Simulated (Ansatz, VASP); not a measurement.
# One calculation of Be, two programs

File INCAR:

```
PREC = Accurate
ENCUT = 520
EDIFF = 1E-6
ISMEAR = 0
SIGMA = 0.15
LREAL = False
LASPH = True
NELM = 80
ALGO = Fast
ISIF = 2
LWAVE = False
LCHARG = False
GGA = PE
IVDW = 12
NBANDS = 9
```

Contents of KPOINTS:

```
regular mesh
0
Gamma
  24 24 12
```

Contents of POSCAR:

```
Be
1.0
    2.2141966284      0.0000000000      0.0000000000
   -1.1070983142      1.9175505292      0.0000000000
    0.0000000000      0.0000000000      3.5001053904
Be
2
Direct
    0.2947280763      0.7150095909      0.2500000000
    0.7052719237      0.2849904091      0.7500000000
```

Input for Ansatz:

```yaml
crystal:
  lattice:
    - [2.2141966284, 0.0, 0.0]
    - [-1.1070983142, 1.9175505292, 0.0]
    - [0.0, 0.0, 3.5001053904]
  atoms:
    - { symbol: Be, position: [0.2947280763, 0.7150095909, 0.25] }
    - { symbol: Be, position: [0.7052719237, 0.2849904091, 0.75] }
basis:
  ecutwfc: 520.0
kpoints:
  mp_grid: { grid: [24, 24, 12] }
hamiltonian:
  xc: pbe
  dispersion: d3bj
scf:
  occupations: { method: gaussian, width: 0.15 }
output:
  forces: true
  stress: true
  eigenvalues: true
```

Change from the starting cell: mode 4 frozen in at -0.139 Å and mode 5 at +0.093 Å (largest displacements).

Alike in both runs: task single point; functional PBE; dispersion D3(BJ); k mesh 24 × 24 × 12; occupations gaussian, width 0.15 eV; no spin polarisation.

|  | VASP | Ansatz |
| --- | --- | --- |
| version | VASP 6.6.1 | Ansatz 0.2.0 |
| potentials or method | VASP PAW PBE potentials, release 64 (Be), cutoff 520 eV | scalar-relativistic, plane waves, PAW |
| valence electrons in the cell | 4 | 4 |

```tsv
	VASP	Ansatz	Ansatz less VASP
gap on the k mesh at the Fermi level (eV)	none	none	-
pressure (GPa)	1.9	1.7	-0.18
traceless stress, the component that is largest in VASP (GPa)	8.71	8.67	-0.038
rms of the force components (eV/Å)	0.421	0.421	0.0000
```

Atom by atom the forces differ by 0.000 eV/Å (rms over components). A gap of «none» marks a metal or a gap that the smearing closes.
